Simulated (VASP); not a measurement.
# Fe (Pm-3m) in VASP: a series of runs

Fe is run at these levels: RPBE; tasks: single point, relaxation of cell and atoms.

Program: VASP 6.6.1. These are calculated values, not measurements. Logs are shortened: lines on timing, memory, paths and dates and some standing lists are left out, and cuts for length are marked.

### Step 1. The cell of the first run

It takes space group Pm-3m (No. 221, cubic). The conventional cell has a = 2.493 Å, b = 2.493 Å, c = 2.493 Å, α = 90.00°, β = 90.00°, γ = 90.00°. Within 3.3 Å of Fe (site symmetry m-3m) lie 6 Fe at 2.49 Å.

### Step 2. Single point, RPBE, collinear spin, ferromagnetic start (volume scaled by 1.12)

INCAR

```
PREC = Accurate ; ENCUT = 520
EDIFF = 1E-6 ; ISMEAR = -1
SIGMA = 0.05 ; LREAL = F
LASPH = T ; NELM = 150
ALGO = Normal ; ISIF = 2
LWAVE = F ; LCHARG = F
ISPIN = 2 ; MAGMOM = 2.497
LORBIT = 11 ; LMAXMIX = 4
GGA = RP ; NBANDS = 14
```

KPOINTS

```
Automatic mesh
0
Gamma
  15 15 15
```

POSCAR

```
Fe
1.0
    2.4927550643      0.0000000000      0.0000000000
    0.0000000000      2.4927550643      0.0000000000
    0.0000000000      0.0000000000      2.4927550643
Fe
1
Direct
    0.0000000000      0.0000000000      0.0000000000
```

Potentials or basis: VASP PAW PBE potentials, release 64 (Fe).

On the command line:

```bash
> cat potpaw_PBE.64/Fe/POTCAR > POTCAR
> mpirun -np 1 vasp_std > vasp.out
```

OUTCAR:

```text
PREC = Accurate
   ENCUT = 520
   EDIFF = 1E-6
   ISMEAR = -1
   LREAL = F
   LASPH = T
   NELM = 150
   ISIF = 2
   ISPIN = 2
   LORBIT = 11
   GGA = RP

 ion  position               nearest neighbor table
   1  0.000  0.000  0.000-

  LATTYP: Found a simple cubic cell.
 ALAT       =     2.4927550643

  Lattice vectors:

 A1 = (   2.4927550643,   0.0000000000,   0.0000000000)
 A2 = (   0.0000000000,   2.4927550643,   0.0000000000)
 A3 = (   0.0000000000,   0.0000000000,   2.4927550643)

Analysis of symmetry for initial positions (statically):
=====================================================================
 Subroutine PRICEL returns:
 Original cell was already a primitive cell.

 Routine SETGRP: Setting up the symmetry group for a
 simple cubic supercell.

 Subroutine GETGRP returns: Found 48 space group operations
 (whereof 48 operations were pure point group operations)
 out of a pool of 48 trial point group operations.

The static configuration has the point symmetry O_h .

Analysis of symmetry for dynamics (positions and initial velocities):
=====================================================================
 Subroutine PRICEL returns:
 Original cell was already a primitive cell.

 Routine SETGRP: Setting up the symmetry group for a
 simple cubic supercell.

 Subroutine GETGRP returns: Found 48 space group operations
 (whereof 48 operations were pure point group operations)
 out of a pool of 48 trial point group operations.

The dynamic configuration has the point symmetry O_h .

Analysis of structural, dynamic, and magnetic symmetry:
=====================================================================
 Subroutine PRICEL returns:
 Original cell was already a primitive cell.

 Routine SETGRP: Setting up the symmetry group for a
 simple cubic supercell.

 Subroutine GETGRP returns: Found 48 space group operations
 (whereof 48 operations were pure point group operations)
 out of a pool of 48 trial point group operations.

The overall configuration has the point symmetry O_h .

 Subroutine INISYM returns: Found 48 space group operations
 (whereof 48 operations are pure point group operations),
 and found     1 'primitive' translations

----------------------------------------------------------------------------------------

                                     Primitive cell

  volume of cell :      15.4896

  direct lattice vectors                    reciprocal lattice vectors
     2.492755064  0.000000000  0.000000000     0.401162559  0.000000000  0.000000000
     0.000000000  2.492755064  0.000000000     0.000000000  0.401162559  0.000000000
     0.000000000  0.000000000  2.492755064     0.000000000  0.000000000  0.401162559

  length of vectors
     2.492755064  2.492755064  2.492755064     0.401162559  0.401162559  0.401162559

  position of ions in fractional coordinates (direct lattice)
[... 117 lines left out ...]
 Free energy of the ion-electron system (eV)
  ---------------------------------------------------
  ext. energy  EPLUGINS =         0.00000000
  ---------------------------------------------------
  free energy    TOTEN  =        -6.99469078 eV

  energy without entropy =       -6.98476296  energy(sigma->0) =       -6.98972687

 E-fermi :   3.6365     XC(G=0): -11.2582

 val. band max:        3.6314896777   @ k =   0.4667   0.4667   0.1333
 cond. band min:       3.6413715231   @ k =   0.4000   0.3333   0.2667
 fundamental gap:      0.0098818454
 Fermi energy:         3.6365242749

 spin component 1

 k-point     1 :       0.0000    0.0000    0.0000
  band No.  band energies     occupation
      1      -3.4771      1.00000
      2       0.0073      1.00000
      3       0.0073      1.00000
      4       2.5904      1.00000
      5       2.5904      1.00000
      6       2.5904      1.00000
      7      20.4540      0.00000
      8      20.4540      0.00000
      9      20.4540      0.00000
     10      23.9093      0.00000
     11      23.9093      0.00000
     12      27.7368      0.00000
     13      39.8447      0.00000
     14      39.8447      0.00000
[... 379 lines left out ...]
      3       1.2090      1.00000
      4       1.9296      1.00000
      5       2.3445      1.00000
      6       2.4822      1.00000
      7      10.5298      0.00000
      8      17.0939      0.00000
      9      24.5226      0.00000
     10      25.2268      0.00000
     11      26.2432      0.00000
     12      32.9959      0.00000
     13      33.5796      0.00000
     14      35.3093      0.00000

 [... further k-points ...]

 spin component 2

 k-point     1 :       0.0000    0.0000    0.0000
  band No.  band energies     occupation
      1      -3.2084      1.00000
      2       1.9450      1.00000
      3       1.9456      1.00000
      4       6.0436      0.00000
      5       6.0437      0.00000
      6       6.0446      0.00000
      7      21.0631      0.00000
      8      21.0631      0.00000
      9      21.0632      0.00000
     10      24.3874      0.00000
     11      24.3875      0.00000
     12      27.5595      0.00000
     13      40.1725      0.00000
     14      40.1725      0.00000
[... 379 lines left out ...]
      3       3.2202      0.99976
      4       4.9467      0.00000
      5       5.2132      0.00000
      6       5.7355      0.00000
      7      11.4930      0.00000
      8      17.7603      0.00000
      9      25.0981      0.00000
     10      26.0118      0.00000
     11      26.2768      0.00000
     12      33.2860      0.00000
     13      34.2649      0.00000
     14      35.5410      0.00000

 [... further k-points ...]
[... 5 lines left out ...]
  --------------------------------------------------------------------------------------
  -------------------------------------------------------------------------------------
  Total       -0.7143364     -0.7143364     -0.7143364     -0.0000000      0.0000000     -0.0000000
  in kB      -73.8881051    -73.8881051    -73.8881051     -0.0000000      0.0000000     -0.0000000
  external PRESSURE =     -73.8881051 kB  Pullay stress =       0.0000000 kB

 VOLUME and BASIS-vectors are now :
 -----------------------------------------------------------------------------
  energy-cutoff  :      520.00
  volume of cell :       15.49
      direct lattice vectors                 reciprocal lattice vectors
     2.492755064  0.000000000  0.000000000     0.401162559  0.000000000  0.000000000
     0.000000000  2.492755064  0.000000000     0.000000000  0.401162559  0.000000000
     0.000000000  0.000000000  2.492755064     0.000000000  0.000000000  0.401162559

 POSITION                                       TOTAL-FORCE (eV/Angst)
 -----------------------------------------------------------------------------------
      0.00000      0.00000      0.00000         0.000000      0.000000      0.000000
 -----------------------------------------------------------------------------------
    total drift:                                0.000000      0.000000      0.000000

  FREE ENERGIE OF THE ION-ELECTRON SYSTEM (eV)
  ---------------------------------------------------
  free  energy   TOTEN  =        -6.9946907789 eV

  energy  without entropy=       -6.9847629612  energy(sigma->0) =       -6.98972687

 total charge

# of ion       s       p       d       tot
------------------------------------------
    1        0.448   0.327   6.165   6.940

 magnetization (x)

# of ion       s       p       d       tot
------------------------------------------
    1       -0.000  -0.009   2.796   2.787
```

OSZICAR:

```text
N       E                     dE             d eps       ncg     rms          rms(c)
DAV:   1     0.234545650003E+02    0.23455E+02   -0.36256E+03  7120   0.620E+02
DAV:   2    -0.643200155650E+01   -0.29887E+02   -0.27264E+02  7242   0.120E+02
DAV:   3    -0.747374476092E+01   -0.10417E+01   -0.10290E+01  8244   0.238E+01
DAV:   4    -0.747815421348E+01   -0.44095E-02   -0.44091E-02  7806   0.143E+00
DAV:   5    -0.747818511828E+01   -0.30905E-04   -0.30904E-04  8244   0.124E-01    0.847E+00
DAV:   6    -0.716861286475E+01    0.30957E+00   -0.11136E+01  8280   0.352E+01    0.764E+00
DAV:   7    -0.698551670522E+01    0.18310E+00   -0.14308E+00  8220   0.118E+01    0.334E+00
DAV:   8    -0.699515385337E+01   -0.96371E-02   -0.19522E-02  7682   0.847E-01    0.164E+00
DAV:   9    -0.699368912286E+01    0.14647E-02   -0.16193E-02  8450   0.794E-01    0.505E-01
DAV:  10    -0.699443759952E+01   -0.74848E-03   -0.12249E-03  8108   0.218E-01    0.169E-01
DAV:  11    -0.699468358710E+01   -0.24599E-03   -0.95241E-04  8120   0.200E-01    0.542E-02
DAV:  12    -0.699469039291E+01   -0.68058E-05   -0.17295E-05  7506   0.374E-02    0.247E-02
DAV:  13    -0.699469077893E+01   -0.38602E-06   -0.23541E-06  7800   0.127E-02
   1 F= -.69946908E+01 E0= -.69897269E+01  d E =-.992782E-02  mag=     2.7874
```

stdout:

```text
POSCAR found type information on POSCAR Fe
 POSCAR found :  1 types and       1 ions
 scaLAPACK will be used
 -----------------------------------------------------------------------------
|                                                                             |
|                                                                             |
|     You enforced a specific xc type in the INCAR file but a different       |
|     I HOPE YOU KNOW WHAT YOU ARE DOING!                                     |
|                                                                             |
 -----------------------------------------------------------------------------

 LDA part: xc-table for (Slater+PW92), standard interpolation
 POSCAR, INCAR and KPOINTS ok, starting setup
 FFT: planning ... GRIDC
 FFT: planning ... GRID_SOFT
 FFT: planning ... GRID
 WAVECAR not read
 entering main loop
```

Run time: 17 s. Hardware: 1 thread of Intel Xeon 6975P-C (Granite Rapids), shared host; peak memory 0.15 GiB.

Results:

```yaml
Free_energy: -6.9947 eV
Pressure: -7.4 GPa
Net_moment: 2.79 μB per cell
Site_moments: Fe +2.79 μB
Valence_electrons_inside_the_program's_atomic_spheres: Fe 6.94
```

Levels at points of the mesh, in eV from the Fermi level:
Spin up:
```csv
k point,band 3,band 4,band 5,band 6,band 7,band 8
"(0.00, 0.00, 0.00)",-3.63,-1.05,-1.05,-1.05,16.82,16.82
```
Spin down:
| k point | band 1 | band 2 | band 3 | band 4 | band 5 | band 6 | band 7 |
| --- | --- | --- | --- | --- | --- | --- | --- |
| (0.00, 0.00, 0.00) | -6.84 | -1.69 | -1.69 | 2.41 | 2.41 | 2.41 | 17.43 |

Caveat: the cell differs from its parent crystal (volume scaled by 1.12); the PAW data sets were made with another functional, which shifts forces and pressure a little.

### Step 3. Relaxation of cell and atoms, RPBE, collinear spin, ferromagnetic start

This run uses another cell than the first one, of 12.72 Å³/atom, 0.821 times its volume.

INCAR

```
SYSTEM = Fe
PREC = Accurate
ENCUT = 600
EDIFF = 1E-6
ISMEAR = -1
SIGMA = 0.05
LREAL = .FALSE.
LASPH = .TRUE.
NELM = 150
ALGO = Normal
ISIF = 3
LWAVE = .FALSE.
LCHARG = .FALSE.
ISPIN = 2
MAGMOM = 2.5
LORBIT = 11
LMAXMIX = 4
GGA = RP
IBRION = 2
NSW = 80
EDIFFG = -0.01
```

KPOINTS

```
Automatic mesh
0
G
  13 13 13
  0 0 0
```

POSCAR

```
Fe
1.0
    2.3342634294      0.0000000000      0.0000000000
    0.0000000000      2.3342634294      0.0000000000
    0.0000000000      0.0000000000      2.3342634294
Fe
1
Direct
    0.0000000000      0.0000000000      0.0000000000
```

Potentials or basis: VASP PAW PBE potentials, release 64 (Fe).

On the command line:

```bash
> cat potpaw_PBE.64/Fe/POTCAR > POTCAR
> mpirun -np 1 vasp_std > vasp.out
```

OUTCAR:

```text
SYSTEM = Fe
   PREC = Accurate
   ENCUT = 600
   EDIFF = 1E-6
   ISMEAR = -1
   LREAL = .FALSE.
   LASPH = .TRUE.
   NELM = 150
   ISIF = 3
   ISPIN = 2
   LORBIT = 11
   GGA = RP
   IBRION = 2
   NSW = 80
   EDIFFG = -0.01

 ion  position               nearest neighbor table
   1  0.000  0.000  0.000-

  LATTYP: Found a simple cubic cell.
 ALAT       =     2.3342634294

  Lattice vectors:

 A1 = (   2.3342634294,   0.0000000000,   0.0000000000)
 A2 = (   0.0000000000,   2.3342634294,   0.0000000000)
 A3 = (   0.0000000000,   0.0000000000,   2.3342634294)

Analysis of symmetry for initial positions (statically):
=====================================================================
 Subroutine PRICEL returns:
 Original cell was already a primitive cell.

 Routine SETGRP: Setting up the symmetry group for a
 simple cubic supercell.

 Subroutine GETGRP returns: Found 48 space group operations
 (whereof 48 operations were pure point group operations)
[... 265 lines left out ...]

 k-point     1 :       0.0000    0.0000    0.0000
  band No.  band energies     occupation
      1      -3.1243      1.00000
      2       0.6524      1.00000
      3       0.6524      1.00000
      4       3.7592      1.00000
      5       3.7592      1.00000
      6       3.7592      1.00000
      7      22.7253      0.00000
      8      22.7253      0.00000
      9      22.7253      0.00000
[... 265 lines left out ...]
 k-point    24 :       0.3846    0.3077    0.0000
  band No.  band energies     occupation
      1       0.3018      1.00000
      2       1.2549      1.00000
      3       2.9009      1.00000
      4       3.1430      1.00000
      5       3.2401      1.00000
      6       5.2165      0.00000
      7      11.2675      0.00000
      8      16.7889      0.00000
      9      22.0879      0.00000

 [... further k-points ...]

 spin component 2

 k-point     1 :       0.0000    0.0000    0.0000
  band No.  band energies     occupation
      1      -2.8716      1.00000
      2       2.2793      1.00000
      3       2.2799      1.00000
      4       6.9655      0.00000
      5       6.9655      0.00000
      6       6.9663      0.00000
      7      23.3132      0.00000
      8      23.3132      0.00000
      9      23.3132      0.00000
[... 304 lines left out ...]
  FREE ENERGIE OF THE ION-ELECTRON SYSTEM (eV)
  ---------------------------------------------------
  free  energy   TOTEN  =        -7.0456864237 eV

  energy  without entropy=       -7.0396709674  energy(sigma->0) =       -7.04267870

 reached required accuracy - stopping structural energy minimisation

 total charge

# of ion       s       p       d       tot
------------------------------------------
    1        0.481   0.387   6.238   7.106

 magnetization (x)

# of ion       s       p       d       tot
------------------------------------------
    1       -0.001  -0.011   2.494   2.483
```

OSZICAR:

```text
N       E                     dE             d eps       ncg     rms          rms(c)
DAV:   1     0.205287285585E+02    0.20529E+02   -0.44565E+03  3080   0.117E+03
DAV:   2    -0.711550537565E+01   -0.27644E+02   -0.26439E+02  3038   0.134E+02
[... 28 lines left out ...]
DAV:   4    -0.704705552554E+01    0.16817E-02   -0.16439E-03  3272   0.651E-01    0.284E-01
DAV:   5    -0.704565566638E+01    0.13999E-02   -0.21283E-03  3313   0.409E-01    0.554E-02
DAV:   6    -0.704568572404E+01   -0.30058E-04   -0.51173E-05  3212   0.764E-02    0.293E-02
DAV:   7    -0.704568794283E+01   -0.22188E-05   -0.62655E-06  3127   0.417E-02    0.142E-02
DAV:   8    -0.704568657538E+01    0.13675E-05   -0.79810E-07  2301   0.987E-03    0.248E-03
DAV:   9    -0.704568642373E+01    0.15165E-06   -0.68937E-08  1524   0.375E-03
   3 F= -.70456864E+01 E0= -.70426787E+01  d E =-.355613E-01  mag=     2.4877
```

Wall time 22 s (1 thread of Intel Xeon 6975P-C (Granite Rapids), shared host); peak memory 0.14 GiB.

What came out:

| Property | Result |
| --- | --- |
| Free energy | -7.0457 eV |
| Relaxed volume | 13.80 Å³/atom |
| Relaxed cell | a = 2.399 Å, b = 2.399 Å, c = 2.399 Å, α = 90.00°, β = 90.00°, γ = 90.00° |
| Space group after relaxing (to 0.05 Å) | Pm-3m (No. 221) |
| Energy gained by relaxing | 35.6 meV/atom |
| Ionic steps | 3 |
| Pressure after relaxing | -0.1 GPa |
| Net moment | 2.49 μB per cell |
| Site moments | Fe +2.48 μB |
| Valence electrons inside the program's atomic spheres | Fe 7.11 |

Step by step:
```csv
step,energy change (eV),largest force (eV/Å),pressure (GPa),volume (Å³)
1,0.0000,0.0000,11.68,12.72
2,-0.0254,0.0000,-4.15,14.50
3,-0.0356,0.0000,-0.07,13.80
```

Final structure:
```xyz
1
Lattice="2.3987 0.0000 0.0000 0.0000 2.3987 0.0000 0.0000 0.0000 2.3987" Properties=species:S:1:pos:R:3 pbc="T T T"
Fe    0.0000    0.0000    0.0000
```

Caveat: the PAW data sets were made with another functional, which shifts forces and pressure a little.
